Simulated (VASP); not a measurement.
# SbMo (F-43m) in VASP: notebook

SbMo is run at these levels: PBE; tasks: single point.

Everything below comes from runs of VASP 6.6.1. Logs are shortened: lines on timing, memory, paths and dates and some standing lists are left out, and cuts for length are marked.

## Step 1: The cell of the first run

Symmetry: F-43m, No. 216, cubic system. The conventional cell has a = 6.206 Å, b = 6.206 Å, c = 6.206 Å, α = 90.00°, β = 90.00°, γ = 90.00°. Mo (site symmetry -43m) has 4 Sb at 2.69 Å within 3.5 Å. Within 3.5 Å of Sb (site symmetry -43m) lie 4 Mo at 2.69 Å.

## Step 2: Single point, PBE (volume scaled by 1.040)

Contents of INCAR:

```
SYSTEM = SbMo
PREC = Accurate
ENCUT = 520
EDIFF = 1E-7
ISMEAR = 0
SIGMA = 0.05
LREAL = .False.
LASPH = .True.
NELM = 60
ALGO = Normal
ISIF = 2
LWAVE = .False.
LCHARG = .False.
GGA = PE
NBANDS = 16
```

Contents of KPOINTS:

```
Automatic mesh
0
Gamma
  10 10 10
  0 0 0
```

Contents of POSCAR:

```
SbMo
1.0
    0.0000000000      3.1029284590      3.1029284590
    3.1029284590      0.0000000000      3.1029284590
    3.1029284590      3.1029284590      0.0000000000
Mo Sb
1 1
Direct
    0.0000000000      0.0000000000      0.0000000000
    0.2500000000      0.2500000000      0.2500000000
```

Potentials or basis: VASP PAW PBE potentials, release 64 (Mo_sv, Sb).

Command:

```console
$ cat potpaw_PBE.64/Mo_sv/POTCAR potpaw_PBE.64/Sb/POTCAR > POTCAR
$ mpirun -np 1 vasp_std > vasp.out
```

OUTCAR:

```text
SYSTEM = SbMo
   PREC = Accurate
   ENCUT = 520
   EDIFF = 1E-7
   ISMEAR = 0
   LREAL = .False.
   LASPH = .True.
   NELM = 60
   ISIF = 2
   GGA = PE

 ion  position               nearest neighbor table
   1  0.000  0.000  0.000-   2 2.69   2 2.69   2 2.69   2 2.69
   2  0.250  0.250  0.250-   1 2.69   1 2.69   1 2.69   1 2.69

  LATTYP: Found a face centered cubic cell.
 ALAT       =     6.2058569180

  Lattice vectors:

 A1 = (   0.0000000000,   3.1029284590,   3.1029284590)
 A2 = (   3.1029284590,   0.0000000000,   3.1029284590)
 A3 = (   3.1029284590,   3.1029284590,   0.0000000000)

Analysis of symmetry for initial positions (statically):
=====================================================================
 Subroutine PRICEL returns:
 Original cell was already a primitive cell.

 Routine SETGRP: Setting up the symmetry group for a
 face centered cubic supercell.

 Subroutine GETGRP returns: Found 24 space group operations
 (whereof 24 operations were pure point group operations)
 out of a pool of 48 trial point group operations.

The static configuration has the point symmetry T_d .

Analysis of symmetry for dynamics (positions and initial velocities):
=====================================================================
 Subroutine PRICEL returns:
 Original cell was already a primitive cell.

 Routine SETGRP: Setting up the symmetry group for a
 face centered cubic supercell.

 Subroutine GETGRP returns: Found 24 space group operations
 (whereof 24 operations were pure point group operations)
 out of a pool of 48 trial point group operations.

The dynamic configuration has the point symmetry T_d .

 Subroutine INISYM returns: Found 24 space group operations
 (whereof 24 operations are pure point group operations),
 and found     1 'primitive' translations

----------------------------------------------------------------------------------------

                                     Primitive cell

  volume of cell :      59.7510

  direct lattice vectors                    reciprocal lattice vectors
     0.000000000  3.102928459  3.102928459    -0.161138101  0.161138101  0.161138101
     3.102928459  0.000000000  3.102928459     0.161138101 -0.161138101  0.161138101
     3.102928459  3.102928459  0.000000000     0.161138101  0.161138101 -0.161138101

  length of vectors
     4.388203510  4.388203510  4.388203510     0.279099378  0.279099378  0.279099378

  position of ions in fractional coordinates (direct lattice)
     0.000000000  0.000000000  0.000000000
     0.250000000  0.250000000  0.250000000

  ion indices of the primitive-cell ions
   primitive index   ion index
                 1           1
                 2           2

----------------------------------------------------------------------------------------

 KPOINTS: Automatic mesh

Automatic generation of k-mesh.
 Grid dimensions read from file:
 generate k-points for:   10   10   10

 Generating k-lattice:

  Cartesian coordinates                     Fractional coordinates (reciprocal lattice)
    -0.016113810  0.016113810  0.016113810     0.100000000  0.000000000  0.000000000
     0.016113810 -0.016113810  0.016113810     0.000000000  0.100000000  0.000000000
     0.016113810  0.016113810 -0.016113810     0.000000000  0.000000000  0.100000000

  Length of vectors
     0.027909938  0.027909938  0.027909938

  Shift w.r.t. Gamma in fractional coordinates (k-lattice)
     0.000000000  0.000000000  0.000000000

 Subroutine IBZKPT returns following result:
 ===========================================

 Found     47 irreducible k-points:

 Following reciprocal coordinates:
            Coordinates               Weight
  0.000000  0.000000  0.000000      1.000000
  0.100000  0.000000  0.000000      8.000000
  0.200000  0.000000  0.000000      8.000000
  0.300000  0.000000  0.000000      8.000000
  0.400000  0.000000  0.000000      8.000000
  0.500000  0.000000  0.000000      4.000000
[... 16 lines left out ...]
  0.300000  0.300000  0.000000      6.000000
  0.400000  0.300000  0.000000     24.000000
 [... further k-points ...]
   k-points           NKPTS =     47   k-points in BZ     NKDIM =     47   number of bands    NBANDS=     16
   number of dos      NEDOS =    301   number of ions     NIONS =      2
   total plane-waves  NPLWV =  46656
   dimension x,y,z NGX =    36 NGY =   36 NGZ =   36
   dimension x,y,z NGXF=    72 NGYF=   72 NGZF=   72
   ions per type =               1   1
   NGX,Y,Z   is equivalent  to a cutoff of  13.64, 13.64, 13.64 a.u.
   NGXF,Y,Z  is equivalent  to a cutoff of  27.28, 27.28, 27.28 a.u.
 SYSTEM =  SbMo
   PREC   = accura    normal or accurate (medium, high low for compatibility)
   ISTART =      0    job   : 0-new  1-cont  2-samecut
   ICHARG =      2    charge: 1-file 2-atom 10-const
   ISPIN  =      1    spin polarized calculation?
   LNONCOLLINEAR =      F non collinear calculations
   LSORBIT =      F    spin-orbit coupling
   LASPH  =      T    aspherical Exc in radial PAW
   ENCUT  =  520.0 eV  38.22 Ry    6.18 a.u.   8.16  8.16  8.16*2*pi/ulx,y,z
   NELM   =     60;   NELMIN=  2; NELMDL= -5     # of ELM steps
   EDIFF  = 0.1E-06   stopping-criterion for ELM
   LREAL  =      F    real-space projection
   EDIFFG = 0.1E-05   stopping-criterion for IOM
   NSW    =      0    number of steps for IOM
   IBRION =     -1    ionic relax: 0-MD 1-quasi-New 2-CG
   NFREE  =      0    steps in history (QN), initial steepest desc. (CG)
   ISIF   =      2    stress and relaxation
   ISYM   =      2    0-nonsym 1-usesym 2-fastsym
   POTIM  = 0.5000    time-step for ionic-motion
   TEBEG  =    0.0;   TEEND  =   0.0 temperature during run
   PSTRESS=    0.0 pullay stress
   NELECT =      19.0000    total number of electrons
   NUPDOWN=      -1.0000    fix difference up-down
   EMIN   =  10.00;   EMAX   =-10.00  energy-range for DOS
   EFERMI =   0.00;   METHOD = LEGACY
   ISMEAR =     0;   SIGMA  =   0.05  broadening in eV -4-tet -1-fermi 0-gaus
   EFERMI_NEDOS =   21; number of points for ismear=-14 and -15
   IALGO  =     38    algorithm
   IMIX   =      4    mixing-type and parameters
     AMIX     =   0.40;   BMIX     =  1.00
     AMIX_MAG =   1.60;   BMIX_MAG =  1.00
  volume/ion in A,a.u.               =      29.88       201.61
  Fermi-wavevector in a.u.,A,eV,Ry     =   1.117406  2.111591 16.988177  1.248596
  Thomas-Fermi vector in A             =   2.254028
   LORBIT       =      0    0 simple, 1 ext, 2 COOP (PROOUT), +10 PAW based schemes
   GGA     = PE    functional components
   LHFCALC =     F    Hartree Fock is set to
   AEXX    =    0.0000 exact exchange contribution
   IVDW    =     0    specifies the selected vdW correction
   LEPSILON=     F    determine dielectric tensor
   LRPA    =     F    only Hartree local field effects (RPA)
 non-spin polarized calculation
 Gauss-broadening in eV      SIGMA  =   0.05
  energy-cutoff  :      520.00
  volume of cell :       59.75
 maximum number of plane-waves:      1639
 NGX is ok and might be reduce to    36
   NGX = 17   NGY = 17   NGZ = 17

 number of electron      18.9999999 magnetization

 Free energy of the ion-electron system (eV)
  ---------------------------------------------------
  ext. energy  EPLUGINS =         0.00000000
  ---------------------------------------------------
  free energy    TOTEN  =       -12.51151500 eV

  energy without entropy =      -12.49924494  energy(sigma->0) =      -12.50537997

 E-fermi :   5.4494     XC(G=0):  -9.4864

 val. band max:        5.4489956252   @ k =  -0.3000   0.2000   0.0000
 cond. band min:       5.4509533959   @ k =  -0.4000   0.2000   0.1000
 fundamental gap:      0.0019577707
 Fermi energy:         5.4493564780

 k-point     1 :       0.0000    0.0000    0.0000
  band No.  band energies     occupation
      1     -55.1726      2.00000
      2     -29.2875      2.00000
      3     -29.2875      2.00000
      4     -29.2875      2.00000
      5      -4.4119      2.00000
      6       2.9268      2.00000
[... 8 lines left out ...]
     15      12.2518      0.00000
     16      12.2518      0.00000

 k-point     2 :       0.1000    0.0000    0.0000
  band No.  band energies     occupation
      1     -55.1725      2.00000
      2     -29.2894      2.00000
      3     -29.2878      2.00000
      4     -29.2878      2.00000
      5      -4.3356      2.00000
      6       2.8063      2.00000
[... 8 lines left out ...]
     15      12.3326      0.00000
     16      12.4678      0.00000

 k-point     3 :       0.2000    0.0000    0.0000
  band No.  band energies     occupation
      1     -55.1722      2.00000
      2     -29.2942      2.00000
      3     -29.2886      2.00000
      4     -29.2886      2.00000
      5      -4.1261      2.00000
      6       2.5283      2.00000
[... 8 lines left out ...]
     15      12.4583      0.00000
     16      12.9066      0.00000

 k-point     4 :       0.3000    0.0000    0.0000
  band No.  band energies     occupation
      1     -55.1719      2.00000
      2     -29.3001      2.00000
      3     -29.2896      2.00000
      4     -29.2896      2.00000
      5      -3.8436      2.00000
      6       2.2431      2.00000
[... 8 lines left out ...]
     15      12.9892      0.00000
     16      13.2750      0.00000
[... 324 lines left out ...]
 k-point    22 :      -0.2000    0.2000    0.0000
  band No.  band energies     occupation
      1     -55.1718      2.00000
      2     -29.2998      2.00000
      3     -29.2926      2.00000
      4     -29.2896      2.00000
      5      -3.7464      2.00000
      6       2.3020      2.00000
[... 8 lines left out ...]
     15      12.1252      0.00000
     16      13.3952      0.00000

 k-point    23 :       0.3000    0.3000    0.0000
  band No.  band energies     occupation
      1     -55.1717      2.00000
      2     -29.3003      2.00000
      3     -29.2922      2.00000
      4     -29.2922      2.00000
      5      -3.6476      2.00000
      6       1.9903      2.00000
[... 8 lines left out ...]
     15      11.8685      0.00000
     16      15.0547      0.00000

 k-point    24 :       0.4000    0.3000    0.0000
  band No.  band energies     occupation
      1     -55.1715      2.00000
      2     -29.3032      2.00000
      3     -29.2935      2.00000
      4     -29.2931      2.00000
      5      -3.4456      2.00000
      6       1.8892      2.00000
[... 8 lines left out ...]
     15      11.9916      0.00000
     16      14.8521      0.00000

 [... further k-points ...]

------------------------ aborting loop because EDIFF is reached ----------------------------------------

  FORCE on cell =-STRESS in cart. coord.  units (eV):
  Direction    XX          YY          ZZ          XY          YZ          ZX
  --------------------------------------------------------------------------------------
  -------------------------------------------------------------------------------------
  Total       -1.0575324     -1.0575324     -1.0575324      0.0000000     -0.0000000     -0.0000000
  in kB      -28.3569160    -28.3569160    -28.3569160      0.0000000     -0.0000000     -0.0000000
  external PRESSURE =     -28.3569160 kB  Pullay stress =       0.0000000 kB

 VOLUME and BASIS-vectors are now :
 -----------------------------------------------------------------------------
  energy-cutoff  :      520.00
  volume of cell :       59.75
      direct lattice vectors                 reciprocal lattice vectors
     0.000000000  3.102928459  3.102928459    -0.161138101  0.161138101  0.161138101
     3.102928459  0.000000000  3.102928459     0.161138101 -0.161138101  0.161138101
     3.102928459  3.102928459  0.000000000     0.161138101  0.161138101 -0.161138101

 POSITION                                       TOTAL-FORCE (eV/Angst)
 -----------------------------------------------------------------------------------
      0.00000      0.00000      0.00000        -0.000000     -0.000000     -0.000000
      1.55146      1.55146      1.55146         0.000000      0.000000      0.000000
 -----------------------------------------------------------------------------------
    total drift:                               -0.000000     -0.000000     -0.000000

  FREE ENERGIE OF THE ION-ELECTRON SYSTEM (eV)
  ---------------------------------------------------
  free  energy   TOTEN  =       -12.5115150008 eV

  energy  without entropy=      -12.4992449403  energy(sigma->0) =      -12.50537997
```

It took 1.8 min on 1 thread of Intel Xeon Platinum 8259CL at 2.50GHz (Skylake/Cascade Lake), shared host; peak memory 0.22 GiB.

Results:

| Item | Value |
| --- | --- |
| Free energy | -12.5115 eV |
| Pressure | -2.8 GPa |

Caveat: spin-orbit coupling is left out, which moves the levels of the heavy elements.

## Step 3: Single point, PBE (volume scaled by 1.070)

INCAR, as its differences from that of step 2:

```diff
@@ -3,3 +3,3 @@
 ENCUT = 520
-EDIFF = 1E-7
+EDIFF = 1E-6
 ISMEAR = 0
@@ -8,3 +8,3 @@
 LASPH = .True.
-NELM = 60
+NELM = 80
 ALGO = Normal
```

Contents of KPOINTS:

```
regular mesh
0
Gamma
  10 10 10
  0 0 0
```

Contents of POSCAR:

```
SbMo
1.0
    0.0000000000      3.1324819373      3.1324819373
    3.1324819373      0.0000000000      3.1324819373
    3.1324819373      3.1324819373      0.0000000000
Mo Sb
1 1
Direct
    0.0000000000      0.0000000000      0.0000000000
    0.2500000000      0.2500000000      0.2500000000
```

Potentials or basis: VASP PAW PBE potentials, release 64 (Mo_sv, Sb).

Command:

```console
$ cat potpaw_PBE.64/Mo_sv/POTCAR potpaw_PBE.64/Sb/POTCAR > POTCAR
$ mpirun -np 1 vasp_std > vasp.out
```

It took 89 s on 1 thread of Intel Xeon Platinum 8259CL at 2.50GHz (Skylake/Cascade Lake), shared host; peak memory 0.22 GiB.

Results (log left out):

```yaml
Free_energy: -12.4716 eV
Pressure: -4.6 GPa
```

Levels at points of the mesh, in eV from the Fermi level:
```
           k point  band 8  band 9  band 10  band 11  band 12  band 13
(0.00, 0.00, 0.00)   -2.46   -0.13    -0.13     3.35     4.98     4.98
(0.50, 0.00, 0.00)   -2.17    0.04     0.04     0.24     2.91     2.91
(0.50, 0.50, 0.00)   -1.48   -0.59     0.20     0.36     0.96     0.96
```

Caveat: spin-orbit coupling is left out, which moves the levels of the heavy elements.
